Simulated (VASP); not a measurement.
# GePt (Pnma) in VASP: notebook

Runs on GePt. Level: PBEsol. Tasks: single point.

Program: VASP 6.6.1. These are calculated values, not measurements. Logs are shortened: lines on timing, memory, paths and dates and some standing lists are left out, and cuts for length are marked.

### 1 The cell of the first run

It takes space group Pnma (No. 62, orthorhombic). The conventional cell has a = 5.310 Å, b = 3.978 Å, c = 6.092 Å, α = 90.00°, β = 90.00°, γ = 90.00°. Within 3.4 Å of Ge (site symmetry m) lie 6 Pt at 2.39 to 2.67 Å and 4 Ge at 2.99 to 3.31 Å. Within 3.2 Å of Pt (site symmetry m) lie 6 Ge at 2.39 to 2.67 Å and 4 Pt at 2.75 to 3.06 Å.

### 2 Single point, PBEsol (strain -0.0750 x Voigt [1, -1, 0, 0, 0, 0])

The input, INCAR:

```
SYSTEM = GePt
PREC = Accurate ; ENCUT = 520
EDIFF = 1E-6 ; ISMEAR = 0
SIGMA = 0.15 ; LREAL = .FALSE.
LASPH = .TRUE. ; NELM = 100
ALGO = Fast ; ISIF = 2
LWAVE = .FALSE. ; LCHARG = .FALSE.
GGA = PS ; NBANDS = 58
```

The input, KPOINTS:

```
regular mesh
0
G
  8 10 8
  0 0 0
```

The input, POSCAR:

```
GePt
1.0
    5.3100553822      0.0000000000      0.0000000000
    0.0000000000      3.9778611795      0.0000000000
    0.0000000000      0.0000000000      6.0924387782
Ge Pt
4 4
Direct
    0.8151594244      0.7500000000      0.5880228802
    0.1848405756      0.2500000000      0.4119771198
    0.6848405756      0.2500000000      0.0880228802
    0.3151594244      0.7500000000      0.9119771198
    0.9992434681      0.7500000000      0.1911593673
    0.0007565319      0.2500000000      0.8088406327
    0.5007565319      0.2500000000      0.6911593673
    0.4992434681      0.7500000000      0.3088406327
```

Potentials or basis: VASP PAW PBE potentials, release 64 (Ge_d, Pt).

On the command line:

```
$ cat potpaw_PBE.64/Ge_d/POTCAR potpaw_PBE.64/Pt/POTCAR > POTCAR
$ mpirun -np 1 vasp_std > vasp.out
```

OUTCAR:

```text
SYSTEM = GePt
   PREC = Accurate
   ENCUT = 520
   EDIFF = 1E-6
   ISMEAR = 0
   LREAL = .FALSE.
   LASPH = .TRUE.
   NELM = 100
   ISIF = 2
   GGA = PS

 ion  position               nearest neighbor table
   1  0.815  0.750  0.588-   8 2.39   6 2.60   6 2.60   5 2.61   7 2.67   7 2.67
   2  0.185  0.250  0.412-   7 2.39   5 2.60   5 2.60   6 2.61   8 2.67   8 2.67
   3  0.685  0.250  0.088-   6 2.39   8 2.60   8 2.60   7 2.61   5 2.67   5 2.67
   4  0.315  0.750  0.912-   5 2.39   7 2.60   7 2.60   8 2.61   6 2.67   6 2.67
   5  0.999  0.750  0.191-   4 2.39   2 2.60   2 2.60   1 2.61   3 2.67   3 2.67   8 2.75   8 2.75
                             6 3.06   6 3.06
   6  0.001  0.250  0.809-   3 2.39   1 2.60   1 2.60   2 2.61   4 2.67   4 2.67   7 2.75   7 2.75
                             5 3.06   5 3.06
   7  0.501  0.250  0.691-   2 2.39   4 2.60   4 2.60   3 2.61   1 2.67   1 2.67   6 2.75   6 2.75
                             8 3.06   8 3.06
   8  0.499  0.750  0.309-   1 2.39   3 2.60   3 2.60   4 2.61   2 2.67   2 2.67   5 2.75   5 2.75
                             7 3.06   7 3.06

  LATTYP: Found a simple orthorhombic cell.
 ALAT       =     3.9778611795
 B/A-ratio  =     1.3349021352
 C/A-ratio  =     1.5315865746

  Lattice vectors:

 A1 = (   0.0000000000,  -3.9778611795,   0.0000000000)
 A2 = (   5.3100553822,   0.0000000000,   0.0000000000)
 A3 = (   0.0000000000,   0.0000000000,   6.0924387782)

Analysis of symmetry for initial positions (statically):
=====================================================================
 Subroutine PRICEL returns:
 Original cell was already a primitive cell.

 Routine SETGRP: Setting up the symmetry group for a
 simple orthorhombic supercell.

 Subroutine GETGRP returns: Found  8 space group operations
 (whereof  2 operations were pure point group operations)
 out of a pool of  8 trial point group operations.

The static configuration has the point symmetry S_2 .
 The point group associated with its full space group is D_2h.

Analysis of symmetry for dynamics (positions and initial velocities):
=====================================================================
 Subroutine PRICEL returns:
 Original cell was already a primitive cell.

 Routine SETGRP: Setting up the symmetry group for a
 simple orthorhombic supercell.

 Subroutine GETGRP returns: Found  8 space group operations
 (whereof  2 operations were pure point group operations)
 out of a pool of  8 trial point group operations.

The dynamic configuration has the point symmetry S_2 .
 The point group associated with its full space group is D_2h.

 Subroutine INISYM returns: Found  8 space group operations
 (whereof  2 operations are pure point group operations),
 and found     1 'primitive' translations

----------------------------------------------------------------------------------------

                                     Primitive cell

  volume of cell :     128.6885

  direct lattice vectors                    reciprocal lattice vectors
     5.310055382  0.000000000  0.000000000     0.188321953  0.000000000  0.000000000
     0.000000000  3.977861180  0.000000000     0.000000000  0.251391377  0.000000000
     0.000000000  0.000000000  6.092438778     0.000000000  0.000000000  0.164137882

  length of vectors
     5.310055382  3.977861180  6.092438778     0.188321953  0.251391377  0.164137882

  position of ions in fractional coordinates (direct lattice)
     0.815159424  0.750000000  0.588022880
     0.184840576  0.250000000  0.411977120
     0.684840576  0.250000000  0.088022880
     0.315159424  0.750000000  0.911977120
     0.999243468  0.750000000  0.191159367
     0.000756532  0.250000000  0.808840633
     0.500756532  0.250000000  0.691159367
     0.499243468  0.750000000  0.308840633

  ion indices of the primitive-cell ions
   primitive index   ion index
                 1           1
                 2           2
                 3           3
                 4           4
                 5           5
                 6           6
                 7           7
                 8           8

----------------------------------------------------------------------------------------

 KPOINTS: regular mesh

Automatic generation of k-mesh.
 Grid dimensions read from file:
 generate k-points for:    8   10    8

 Generating k-lattice:

  Cartesian coordinates                     Fractional coordinates (reciprocal lattice)
     0.023540244  0.000000000  0.000000000     0.125000000  0.000000000  0.000000000
     0.000000000  0.025139138  0.000000000     0.000000000  0.100000000  0.000000000
     0.000000000  0.000000000  0.020517235     0.000000000  0.000000000  0.125000000

  Length of vectors
     0.023540244  0.025139138  0.020517235

  Shift w.r.t. Gamma in fractional coordinates (k-lattice)
     0.000000000  0.000000000  0.000000000

 Subroutine IBZKPT returns following result:
 ===========================================

 Found    150 irreducible k-points:

 Following reciprocal coordinates:
            Coordinates               Weight
  0.000000  0.000000  0.000000      1.000000
  0.125000  0.000000  0.000000      2.000000
  0.250000  0.000000  0.000000      2.000000
  0.375000  0.000000  0.000000      2.000000
  0.500000  0.000000  0.000000      1.000000
  0.000000  0.100000  0.000000      2.000000
[... 16 lines left out ...]
  0.250000  0.400000  0.000000      4.000000
  0.375000  0.400000  0.000000      4.000000
 [... further k-points ...]
   k-points           NKPTS =    150   k-points in BZ     NKDIM =    150   number of bands    NBANDS=     58
   number of dos      NEDOS =    301   number of ions     NIONS =      8
   total plane-waves  NPLWV =  57600
   dimension x,y,z NGX =    40 NGY =   30 NGZ =   48
   dimension x,y,z NGXF=    80 NGYF=   60 NGZF=   96
   ions per type =               4   4
   NGX,Y,Z   is equivalent  to a cutoff of  12.52, 12.54, 13.10 a.u.
   NGXF,Y,Z  is equivalent  to a cutoff of  25.05, 25.08, 26.20 a.u.
 SYSTEM =  GePt
   PREC   = accura    normal or accurate (medium, high low for compatibility)
   ISTART =      0    job   : 0-new  1-cont  2-samecut
   ICHARG =      2    charge: 1-file 2-atom 10-const
   ISPIN  =      1    spin polarized calculation?
   LNONCOLLINEAR =      F non collinear calculations
   LSORBIT =      F    spin-orbit coupling
   LASPH  =      T    aspherical Exc in radial PAW
   ENCUT  =  520.0 eV  38.22 Ry    6.18 a.u.   9.87  7.40 11.33*2*pi/ulx,y,z
   NELM   =    100;   NELMIN=  2; NELMDL= -5     # of ELM steps
   EDIFF  = 0.1E-05   stopping-criterion for ELM
   LREAL  =      F    real-space projection
   EDIFFG = 0.1E-04   stopping-criterion for IOM
   NSW    =      0    number of steps for IOM
   IBRION =     -1    ionic relax: 0-MD 1-quasi-New 2-CG
   NFREE  =      0    steps in history (QN), initial steepest desc. (CG)
   ISIF   =      2    stress and relaxation
   ISYM   =      2    0-nonsym 1-usesym 2-fastsym
   POTIM  = 0.5000    time-step for ionic-motion
   TEBEG  =    0.0;   TEEND  =   0.0 temperature during run
   PSTRESS=    0.0 pullay stress
   NELECT =      96.0000    total number of electrons
   NUPDOWN=      -1.0000    fix difference up-down
   EMIN   =  10.00;   EMAX   =-10.00  energy-range for DOS
   EFERMI =   0.00;   METHOD = LEGACY
   ISMEAR =     0;   SIGMA  =   0.15  broadening in eV -4-tet -1-fermi 0-gaus
   EFERMI_NEDOS =   21; number of points for ismear=-14 and -15
   IALGO  =     68    algorithm
   IMIX   =      4    mixing-type and parameters
     AMIX     =   0.40;   BMIX     =  1.00
     AMIX_MAG =   1.60;   BMIX_MAG =  1.00
  volume/ion in A,a.u.               =      16.09       108.55
  Fermi-wavevector in a.u.,A,eV,Ry     =   1.484745  2.805762 29.993616  2.204469
  Thomas-Fermi vector in A             =   2.598244
   LORBIT       =      0    0 simple, 1 ext, 2 COOP (PROOUT), +10 PAW based schemes
   GGA     = PS    functional components
   LHFCALC =     F    Hartree Fock is set to
   AEXX    =    0.0000 exact exchange contribution
   IVDW    =     0    specifies the selected vdW correction
   LEPSILON=     F    determine dielectric tensor
   LRPA    =     F    only Hartree local field effects (RPA)
 non-spin polarized calculation
 RMM-DIIS sequential band-by-band and
 Gauss-broadening in eV      SIGMA  =   0.15
  energy-cutoff  :      520.00
  volume of cell :      128.69
 maximum number of plane-waves:      3496
 NGX is ok and might be reduce to    40
   NGX = 19   NGY = 15   NGZ = 23

 number of electron      96.0000020 magnetization

 Free energy of the ion-electron system (eV)
  ---------------------------------------------------
  ext. energy  EPLUGINS =         0.00000000
  ---------------------------------------------------
  free energy    TOTEN  =       -51.05368845 eV

  energy without entropy =      -51.00753062  energy(sigma->0) =      -51.03060953

 E-fermi :   9.6791     XC(G=0): -12.6297

 val. band max:        9.6768758688   @ k =   0.0000   0.5000   0.2500
 cond. band min:       9.6847879978   @ k =   0.2500   0.1000   0.2500
 fundamental gap:      0.0079121289
 Fermi energy:         9.6791283045

 k-point     1 :       0.0000    0.0000    0.0000
  band No.  band energies     occupation
      1     -15.4187      2.00000
      2     -15.4114      2.00000
      3     -15.4087      2.00000
      4     -15.3997      2.00000
      5     -15.3968      2.00000
      6     -15.3698      2.00000
[... 50 lines left out ...]
     57      14.5887      0.00000
     58      15.8024      0.00000

 k-point     2 :       0.1250    0.0000    0.0000
  band No.  band energies     occupation
      1     -15.4182      2.00000
      2     -15.4106      2.00000
      3     -15.4090      2.00000
      4     -15.3996      2.00000
      5     -15.3963      2.00000
      6     -15.3713      2.00000
[... 50 lines left out ...]
     57      15.0840      0.00000
     58      15.1998      0.00000

 k-point     3 :       0.2500    0.0000    0.0000
  band No.  band energies     occupation
      1     -15.4170      2.00000
      2     -15.4099      2.00000
      3     -15.4084      2.00000
      4     -15.3997      2.00000
      5     -15.3945      2.00000
      6     -15.3755      2.00000
[... 1216 lines left out ...]
      3     -15.4001      2.00000
      4     -15.3912      2.00000
      5     -15.3898      2.00000
      6     -15.3825      2.00000
[... 50 lines left out ...]
     57      14.8617      0.00000
     58      16.3595      0.00000

 k-point    24 :       0.3750    0.4000    0.0000
  band No.  band energies     occupation
      1     -15.4053      2.00000
      2     -15.4017      2.00000
      3     -15.3967      2.00000
      4     -15.3908      2.00000
      5     -15.3900      2.00000
      6     -15.3847      2.00000
[... 50 lines left out ...]
     57      16.1536      0.00000
     58      16.4413      0.00000

 [... further k-points ...]
[... 5 lines left out ...]
  --------------------------------------------------------------------------------------
  -------------------------------------------------------------------------------------
  Total       10.5932941     -5.4954933      4.1317483      0.0000000      0.0000000      0.0000000
  in kB      131.8869314    -68.4191091     51.4404302      0.0000000      0.0000000      0.0000000
  external PRESSURE =      38.3027509 kB  Pullay stress =       0.0000000 kB

 VOLUME and BASIS-vectors are now :
 -----------------------------------------------------------------------------
  energy-cutoff  :      520.00
  volume of cell :      128.69
      direct lattice vectors                 reciprocal lattice vectors
     5.310055382  0.000000000  0.000000000     0.188321953  0.000000000  0.000000000
     0.000000000  3.977861180  0.000000000     0.000000000  0.251391377  0.000000000
     0.000000000  0.000000000  6.092438778     0.000000000  0.000000000  0.164137882

 POSITION                                       TOTAL-FORCE (eV/Angst)
 -----------------------------------------------------------------------------------
      4.32854      2.98340      3.58249         0.421063     -0.000000      0.825278
      0.98151      0.99447      2.50995        -0.421063      0.000000     -0.825278
      3.63654      0.99447      0.53627        -0.421063     -0.000000      0.825278
      1.67351      2.98340      5.55616         0.421063      0.000000     -0.825278
      5.30604      2.98340      1.16463        -0.259107     -0.000000      0.419590
      0.00402      0.99447      4.92781         0.259107     -0.000000     -0.419590
      2.65904      0.99447      4.21085         0.259107     -0.000000      0.419590
      2.65101      2.98340      1.88159        -0.259107      0.000000     -0.419590
 -----------------------------------------------------------------------------------
    total drift:                                0.000000      0.000000     -0.000000

  FREE ENERGIE OF THE ION-ELECTRON SYSTEM (eV)
  ---------------------------------------------------
  free  energy   TOTEN  =       -51.0536884453 eV

  energy  without entropy=      -51.0075306162  energy(sigma->0) =      -51.03060953
```

Wall time 17 min (1 thread of Oxide Virtual Turin-like, shared host); peak memory 0.8 GiB.

Results:

```yaml
Free_energy: -51.0537 eV
Pressure: 3.8 GPa
Largest_force: 0.926 eV/Å
Band_gap_on_the_k_mesh: zero (bands 48 and 49 overlap by 1.77 eV)
```

Forces in eV/Å, atoms in the order of the input:
```
Ge   0.421  0.000  0.825
Ge  -0.421  0.000 -0.825
Ge  -0.421  0.000  0.825
Ge   0.421  0.000 -0.825
Pt  -0.259  0.000  0.420
Pt   0.259  0.000 -0.420
Pt   0.259  0.000  0.420
Pt  -0.259  0.000 -0.420
```

Stress tensor (GPa, compression positive):
```
13.19  0.00  0.00
 0.00 -6.84  0.00
 0.00  0.00  5.14
```

Caveat: the cell differs from its parent crystal (strain -0.0750 x Voigt [1, -1, 0, 0, 0, 0]); the cell stands under pressure; the PAW data sets were made with another functional, which shifts forces and pressure a little; spin-orbit coupling is left out, which moves the levels of the heavy elements.

### 3 Single point, PBEsol (strain +0.1500 x Voigt [1, -1, 0, 0, 0, 0])

The input, INCAR:

```
PREC = Accurate
ENCUT = 520
EDIFF = 1E-6
ISMEAR = 0
SIGMA = 0.15
LREAL = F
LASPH = T
NELM = 100
ALGO = Fast
ISIF = 2
LWAVE = F
LCHARG = F
GGA = PS
NBANDS = 58
```

The input, KPOINTS:

```
regular mesh
0
Gamma
  8 10 8
```

POSCAR: that of step 2 with these lines changed.

```diff
@@ -2,4 +2,4 @@
 1.0
-    5.3100553822      0.0000000000      0.0000000000
-    0.0000000000      3.9778611795      0.0000000000
+    6.6016904752      0.0000000000      0.0000000000
+    0.0000000000      3.1452855838      0.0000000000
     0.0000000000      0.0000000000      6.0924387782
```

Potentials or basis: VASP PAW PBE potentials, release 64 (Ge_d, Pt).

On the command line:

```
$ cat potpaw_PBE.64/Ge_d/POTCAR potpaw_PBE.64/Pt/POTCAR > POTCAR
$ mpirun -np 1 vasp_std > vasp.out
```

Wall time 30 min (1 thread of Oxide Virtual Turin-like, shared host); peak memory 0.79 GiB.

The run converged. Its results:

- Free energy: -50.3504 eV
- Pressure: 6.6 GPa
- Largest force: 1.418 eV/Å
- Band gap on the k mesh: zero (bands 48 and 49 overlap by 0.93 eV)

Forces on the atoms (eV/Å):
```
Ge  -0.639  0.000 -1.266
Ge   0.639  0.000  1.266
Ge   0.639  0.000 -1.266
Ge  -0.639  0.000  1.266
Pt  -0.572  0.000 -0.097
Pt   0.572  0.000  0.097
Pt   0.572  0.000 -0.097
Pt  -0.572  0.000  0.097
```

Stress tensor (GPa, compression positive):
```
-0.87  0.00  0.00
 0.00 14.85  0.00
 0.00  0.00  5.87
```

Levels at points of the mesh, in eV from the Fermi level:
| k point | band 44 | band 45 | band 46 | band 47 | band 48 | band 49 | band 50 | band 51 | band 52 | band 53 |
| --- | --- | --- | --- | --- | --- | --- | --- | --- | --- | --- |
| (0.00, 0.00, 0.00) | -2.43 | -2.03 | -1.96 | -1.33 | -0.99 | 0.30 | 1.68 | 2.03 | 3.99 | 4.34 |
| (0.50, 0.00, 0.00) | -2.68 | -1.95 | -1.95 | -1.26 | -1.26 | 1.73 | 1.73 | 2.55 | 2.55 | 3.84 |
| (0.00, 0.50, 0.00) | -1.98 | -1.11 | -1.11 | -1.06 | -1.06 | -0.43 | -0.43 | 1.77 | 1.77 | 2.52 |
| (0.50, 0.50, 0.00) | -1.82 | -1.24 | -1.24 | -1.24 | -1.24 | 1.34 | 1.34 | 1.34 | 1.34 | 3.16 |
| (0.00, 0.00, 0.50) | -2.65 | -2.41 | -2.41 | -0.50 | -0.50 | 1.63 | 1.63 | 3.75 | 3.75 | 3.83 |
| (0.50, 0.00, 0.50) | -2.31 | -1.44 | -1.44 | -0.60 | -0.60 | 0.98 | 0.98 | 2.71 | 2.71 | 4.97 |
| (0.00, 0.50, 0.50) | -2.18 | -1.93 | -1.93 | -1.04 | -1.04 | 0.05 | 0.05 | 1.08 | 1.08 | 3.00 |
| (0.50, 0.50, 0.50) | -2.56 | -1.21 | -1.21 | -1.21 | -1.21 | 2.16 | 2.16 | 2.16 | 2.16 | 3.19 |

Caveat: the cell differs from its parent crystal (strain +0.1500 x Voigt [1, -1, 0, 0, 0, 0]); the cell stands under pressure; the PAW data sets were made with another functional, which shifts forces and pressure a little; spin-orbit coupling is left out, which moves the levels of the heavy elements.

[end of part 1 of 2]
